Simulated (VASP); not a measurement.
NiRh, 2 atoms in the cell. It takes space group R-3m (No. 166, trigonal). The conventional cell has a = 2.628 Å, b = 2.628 Å, c = 12.335 Å, α = 90.00°, β = 90.00°, γ = 120.00°. Within 3.4 Å of Ni (site symmetry -3m) lie 6 Rh at 2.56 Å and 6 Ni at 2.63 Å. Rh (site symmetry -3m) has 6 Ni at 2.56 Å and 6 Rh at 2.63 Å within 3.4 Å. 

```yaml
Program: VASP 6.6.1
Task: single point
Functional: PBEsol
Potentials_or_basis: VASP PAW PBE potentials, release 64 (Ni, Rh_pv)
Cutoff: 520 eV
k_mesh: 15 × 15 × 15
Occupations: fermi-dirac, width 0.05 eV
Spin: collinear spin, ferromagnetic start
Starting_moments: "[0.7, 0.3] μB"
Dipole_correction: no
Further_INCAR_settings: ALGO = Normal; EDIFF = 1e-06; NBANDS = 24
```

Potentials or basis: VASP PAW PBE potentials, release 64 (Ni, Rh_pv).

Command:

```sh
$ cat potpaw_PBE.64/Ni/POTCAR potpaw_PBE.64/Rh_pv/POTCAR > POTCAR
$ mpirun -np 1 vasp_std > vasp.out
```

Hardware: 1 thread of Intel(R) Xeon(R) Platinum 8488C (Sapphire Rapids), with other jobs on the host.

**Question.** Estimate the wall time of this run.

**Answer.** It took 21 min on 1 thread of Intel(R) Xeon(R) Platinum 8488C (Sapphire Rapids), with other jobs on the host, peak memory 0.49 GiB. Counts: scf iterations 21, k points 344.
